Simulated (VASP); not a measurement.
# W16C: single point with PBE

The system is W16C, a slab with vacuum.

```
W C
1.0
     6.36740    0.00000    0.00000
     0.00000    6.36740    0.00000
     0.00000    0.00000   20.14258
W C
16 1
Direct
  0.25000 0.25000 0.19858
  0.25000 0.75000 0.19858
  0.75000 0.25000 0.19858
  0.75000 0.75000 0.19858
  0.00000 0.00000 0.27761
  0.00000 0.50000 0.27761
  0.50000 0.00000 0.27761
  0.50000 0.50000 0.27761
  0.25000 0.25000 0.35995
  0.25000 0.75000 0.35995
  0.75000 0.25000 0.35995
  0.75000 0.75000 0.35995
  0.00000 0.00000 0.42907
  0.00000 0.50000 0.42907
  0.50000 0.00000 0.42907
  0.50000 0.50000 0.42907
  0.06250 0.06250 0.51560
```

| Quantity | Value |
| --- | --- |
| Program | VASP 6.6.1 |
| Task | single point |
| Functional | PBE |
| Potentials or basis | VASP PAW PBE potentials, release 64 (W_sv, C) |
| Cutoff | 520 eV |
| k mesh | 4 × 4 × 1 |
| Occupations | gaussian, width 0.1 eV |
| Spin | no spin polarisation |
| Dipole correction | yes |
| Further INCAR settings | LREAL = Auto; ALGO = Normal; EDIFF = 1e-06; NBANDS = 128 |

```json
{
  "Largest force": "2.469 eV/Å",
  "Band gap on the k mesh": "zero (bands 114 and 115 overlap by 0.35 eV)"
}
```

Forces in eV/Å, atoms in the order of the input:
```
W    0.028  0.028  2.078
W   -0.006 -0.016  2.085
W   -0.016 -0.006  2.085
W   -0.065 -0.065  2.091
W    0.103  0.103 -2.465
W    0.083 -0.009 -2.012
W   -0.009  0.083 -2.012
W    0.027  0.027 -2.254
W    0.674  0.674 -0.579
W    0.838 -0.804 -0.400
W   -0.804  0.838 -0.400
W   -0.868 -0.868 -0.150
W   -0.225 -0.225  1.669
W    0.055 -0.252  0.416
W   -0.252  0.055  0.416
W   -0.084 -0.084 -0.700
C    0.517  0.517  0.133
```

Levels at points of the mesh, in eV from the Fermi level:
```tsv
k point	band 113	band 114	band 115	band 116	band 117	band 118
(0.00, 0.00, 0.00)	0.13	0.30	0.30	0.59	0.66	0.80
(0.50, 0.00, 0.00)	-0.14	-0.13	-0.05	0.02	0.27	0.71
(0.50, 0.50, 0.00)	-0.15	-0.07	-0.05	-0.05	-0.03	0.04
```

Run time: 37 min on 1 thread of AMD EPYC 7R43 64-Core Processor (Zen 3), with other jobs on the host, peak memory 0.9 GiB.

Caveat: spin-orbit coupling is left out, which moves the levels of the heavy elements.
